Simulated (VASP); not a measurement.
# Tl (P6_3/mmc) in VASP: a series of runs, part 2 of 2

VASP 6.6.1. Earlier steps stand in the parts before.

## 3. Single point, LDA

The input, INCAR:

```
ALGO     = Normal         # electronic algorithm
EDIFF    = 1E-6           # SCF threshold, eV
ENCUT    = 520            # plane-wave cutoff, eV
ISIF     = 2              # what is computed and relaxed
ISMEAR   = 0              # smearing method
LASPH    = True           # aspherical terms in the spheres
LCHARG   = True           # write CHGCAR
LELF     = True           # ELF
LREAL    = False          # projectors in reciprocal space
LVHAR    = True         
LWAVE    = False          # write WAVECAR
NBANDS   = 20             # bands
NELM     = 80             # most SCF steps
PREC     = Accurate       # precision mode
SIGMA    = 0.6            # smearing width, eV
```

The input, KPOINTS:

```
k-points
0
Gamma
  11 11 6
```

The input, POSCAR:

```
Tl
1.0
    3.4014029632      0.0000000000      0.0000000000
   -1.7007014816      2.9457013746      0.0000000000
    0.0000000000      0.0000000000      5.4430041633
Tl
2
Direct
    0.3333333333      0.6666666667      0.2500000000
    0.6666666667      0.3333333333      0.7500000000
```

Potentials or basis: VASP PAW LDA potentials, release 64 (Tl_d).

On the command line:

```console
$ cat potpaw_LDA.64/Tl_d/POTCAR > POTCAR
$ mpirun -np 1 vasp_std > vasp.out
```

OUTCAR:

```text
EDIFF = 1E-6
   ENCUT = 520
   ISIF = 2
   ISMEAR = 0
   LASPH = True
   LREAL = False
   NELM = 80
   PREC = Accurate

 ion  position               nearest neighbor table
   1  0.333  0.667  0.250-   2 3.36   2 3.36   2 3.36   2 3.36   2 3.36   2 3.36
   2  0.667  0.333  0.750-   1 3.36   1 3.36   1 3.36   1 3.36   1 3.36   1 3.36

  LATTYP: Found a hexagonal cell.
 ALAT       =     3.4014029632
 C/A-ratio  =     1.6002232673

  Lattice vectors:

[... 739 lines left out ...]

 [... further k-points ...]

------------------------ aborting loop because EDIFF is reached ----------------------------------------

  FORCE on cell =-STRESS in cart. coord.  units (eV):
  Direction    XX          YY          ZZ          XY          YZ          ZX
  --------------------------------------------------------------------------------------
  -------------------------------------------------------------------------------------
  Total        0.0970563      0.0970563      0.0830513      0.0000000      0.0000000      0.0000000
  in kB        2.8513382      2.8513382      2.4398968      0.0000000      0.0000000      0.0000000
  external PRESSURE =       2.7141911 kB  Pullay stress =       0.0000000 kB

 VOLUME and BASIS-vectors are now :
 -----------------------------------------------------------------------------
  energy-cutoff  :      520.00
  volume of cell :       54.54
      direct lattice vectors                 reciprocal lattice vectors
     3.401402963  0.000000000  0.000000000     0.293996334  0.169738862  0.000000000
    -1.700701482  2.945701375  0.000000000     0.000000000  0.339477725  0.000000000
     0.000000000  0.000000000  5.443004163     0.000000000  0.000000000  0.183722071

 POSITION                                       TOTAL-FORCE (eV/Angst)
 -----------------------------------------------------------------------------------
     -0.00000      1.96380      1.36075        -0.000000      0.000000      0.000000
      1.70070      0.98190      4.08225         0.000000      0.000000      0.000000
 -----------------------------------------------------------------------------------
    total drift:                               -0.000000      0.000000      0.000000

  FREE ENERGIE OF THE ION-ELECTRON SYSTEM (eV)
  ---------------------------------------------------
  free  energy   TOTEN  =        -5.9506833173 eV

  energy  without entropy=       -5.8001750552  energy(sigma->0) =       -5.87542919
```

OSZICAR:

```text
N       E                     dE             d eps       ncg     rms          rms(c)
DAV:   1     0.132702723904E+03    0.13270E+03   -0.14350E+04  2568   0.124E+03
DAV:   2    -0.343468912618E+01   -0.13614E+03   -0.13341E+03  2772   0.280E+02
DAV:   3    -0.600855369058E+01   -0.25739E+01   -0.25612E+01  2980   0.342E+01
DAV:   4    -0.602351826095E+01   -0.14965E-01   -0.14963E-01  2756   0.283E+00
DAV:   5    -0.602371379924E+01   -0.19554E-03   -0.19554E-03  2876   0.323E-01    0.368E+00
DAV:   6    -0.596327916963E+01    0.60435E-01   -0.98390E-02  2700   0.248E+00    0.254E+00
DAV:   7    -0.595185713870E+01    0.11422E-01   -0.42606E-02  2780   0.160E+00    0.767E-01
DAV:   8    -0.595068085286E+01    0.11763E-02   -0.41871E-03  2676   0.508E-01    0.412E-02
DAV:   9    -0.595068392134E+01   -0.30685E-05   -0.20931E-05  2884   0.383E-02    0.793E-03
DAV:  10    -0.595068331734E+01    0.60400E-06   -0.10796E-06  1632   0.864E-03
   1 F= -.59506833E+01 E0= -.58754292E+01  d E =-.150508E+00
```

It took 35 s on 1 thread of Intel Xeon Platinum 8488C (Sapphire Rapids), shared host; peak memory 0.18 GiB.

Results:

```yaml
Free_energy: -5.9507 eV
Pressure: 0.3 GPa
Band_gap_on_the_k_mesh: zero (bands 13 and 14 overlap by 5.97 eV)
```

Levels at points of the mesh, in eV from the Fermi level:
```csv
k point,band 11,band 12,band 13,band 14,band 15,band 16
"(0.00, 0.00, 0.00)",-10.40,-5.11,-3.06,8.24,8.24,10.44
"(0.00, 0.00, 0.50)",-8.89,-8.89,3.49,3.49,9.26,9.26
```

Caveat: so wide a smearing shifts energies and pressures; spin-orbit coupling is left out, which moves the levels of the heavy elements.

## 4. Single point, LDA

The input, INCAR:

```
SYSTEM = Tl
PREC = Accurate ; ENCUT = 520
EDIFF = 1E-6 ; ISMEAR = 0
SIGMA = 1.0 ; LREAL = .FALSE.
LASPH = .TRUE. ; NELM = 100
ALGO = Normal ; ISIF = 2
LWAVE = .FALSE. ; LCHARG = .FALSE.
NBANDS = 20
```

The input, KPOINTS:

```
regular mesh
0
G
  11 11 6
  0 0 0
```

POSCAR is that of step 3.

Potentials or basis: VASP PAW LDA potentials, release 64 (Tl_d).

On the command line:

```console
$ cat potpaw_LDA.64/Tl_d/POTCAR > POTCAR
$ mpirun -np 1 vasp_std > vasp.out
```

OUTCAR:

```text
SYSTEM = Tl
   PREC = Accurate
   ENCUT = 520
   EDIFF = 1E-6
   ISMEAR = 0
   LREAL = .FALSE.
   LASPH = .TRUE.
   NELM = 100
   ISIF = 2

 ion  position               nearest neighbor table
   1  0.333  0.667  0.250-   2 3.36   2 3.36   2 3.36   2 3.36   2 3.36   2 3.36
   2  0.667  0.333  0.750-   1 3.36   1 3.36   1 3.36   1 3.36   1 3.36   1 3.36

  LATTYP: Found a hexagonal cell.
 ALAT       =     3.4014029632
 C/A-ratio  =     1.6002232673

  Lattice vectors:

 A1 = (   3.4014029632,   0.0000000000,   0.0000000000)
 A2 = (  -1.7007014816,   2.9457013746,   0.0000000000)
 A3 = (   0.0000000000,   0.0000000000,   5.4430041633)

[... 739 lines left out ...]

  FORCE on cell =-STRESS in cart. coord.  units (eV):
  Direction    XX          YY          ZZ          XY          YZ          ZX
  --------------------------------------------------------------------------------------
  -------------------------------------------------------------------------------------
  Total        0.2273050      0.2273050      0.3021069      0.0000000      0.0000000     -0.0000000
  in kB        6.6778116      6.6778116      8.8753554      0.0000000      0.0000000     -0.0000000
  external PRESSURE =       7.4103262 kB  Pullay stress =       0.0000000 kB

 VOLUME and BASIS-vectors are now :
 -----------------------------------------------------------------------------
  energy-cutoff  :      520.00
  volume of cell :       54.54
      direct lattice vectors                 reciprocal lattice vectors
     3.401402963  0.000000000  0.000000000     0.293996334  0.169738862  0.000000000
    -1.700701482  2.945701375  0.000000000     0.000000000  0.339477725  0.000000000
     0.000000000  0.000000000  5.443004163     0.000000000  0.000000000  0.183722071

 POSITION                                       TOTAL-FORCE (eV/Angst)
 -----------------------------------------------------------------------------------
     -0.00000      1.96380      1.36075         0.000000      0.000000      0.000000
      1.70070      0.98190      4.08225        -0.000000     -0.000000      0.000000
 -----------------------------------------------------------------------------------
    total drift:                               -0.000000      0.000000      0.000000

  FREE ENERGIE OF THE ION-ELECTRON SYSTEM (eV)
  ---------------------------------------------------
  free  energy   TOTEN  =        -6.0914754429 eV

  energy  without entropy=       -5.6373181120  energy(sigma->0) =       -5.86439678
```

Wall time 35 s (1 thread of Intel Xeon Platinum 8488C (Sapphire Rapids), shared host); peak memory 0.19 GiB.

Results:

| Item | Value |
| --- | --- |
| Free energy | -6.0915 eV |
| Pressure | 0.7 GPa |
| Band gap on the k mesh | zero (bands 13 and 14 overlap by 5.97 eV) |

Levels at points of the mesh, in eV from the Fermi level:
```csv
k point,band 9,band 10,band 11,band 12,band 13,band 14,band 15,band 16,band 17,band 18
"(0.00, 0.00, 0.00)",-11.08,-11.08,-10.43,-5.14,-3.09,8.22,8.22,10.42,10.42,10.42
"(0.00, 0.00, 0.50)",-11.20,-11.20,-8.91,-8.91,3.46,3.46,9.23,9.23,9.23,9.23
```

Caveat: so wide a smearing shifts energies and pressures; spin-orbit coupling is left out, which moves the levels of the heavy elements.

## 5. Single point, LDA

The input, INCAR:

```
SYSTEM = Tl
PREC = Accurate ; ENCUT = 520
EDIFF = 1E-7 ; ISMEAR = 1
SIGMA = 0.01 ; LREAL = .FALSE.
LASPH = .TRUE. ; NELM = 100
ALGO = Normal ; ISIF = 2
LWAVE = .FALSE. ; LCHARG = .FALSE.
NBANDS = 20
```

The input, KPOINTS:

```
Automatic mesh
0
G
  11 11 6
  0 0 0
```

POSCAR is that of step 4.

On the command line:

```console
$ cat potpaw_LDA.64/Tl_d/POTCAR > POTCAR
$ mpirun -np 1 vasp_std > vasp.out
```

Run time: 37 s. Hardware: 1 thread of Intel Xeon Platinum 8488C (Sapphire Rapids), shared host; peak memory 0.18 GiB.

Results (log left out):

| Property | Result |
| --- | --- |
| Free energy | -5.8733 eV |
| Pressure | 0.0 GPa |
| Band gap on the k mesh | zero (bands 13 and 14 overlap by 5.97 eV) |

Stress tensor (GPa, compression positive):
```
-0.30  0.00  0.00
 0.00 -0.30  0.00
 0.00  0.00  0.71
```

Levels at points of the mesh, in eV from the Fermi level:
```tsv
k point	band 11	band 12	band 13	band 14	band 15	band 16
(0.00, 0.00, 0.00)	-10.33	-5.04	-2.98	8.32	8.32	10.51
(0.00, 0.00, 0.50)	-8.81	-8.81	3.56	3.56	9.33	9.33
```

Caveat: spin-orbit coupling is left out, which moves the levels of the heavy elements.

## 6. Overview

| smearing | gap on the mesh (eV) | pressure (GPa) |
| --- | --- | --- |
| gaussian 0.3 eV | none | 0.1 |
| gaussian 0.6 eV | none | 0.3 |
| gaussian 1 eV | none | 0.7 |
| methfessel-paxton 0.01 eV | none | 0.0 |

Alike in all rows: task single point; level LDA; potentials or basis VASP PAW LDA potentials, release 64 (Tl_d); no spin polarisation; cell as given; k mesh 11 × 11 × 6; cutoff (eV) 520.

Caveats: spin-orbit coupling is left out, which moves the levels of the heavy elements; so wide a smearing shifts energies and pressures (at least some runs).

Absolute energies hang on the potentials; compare differences alone.
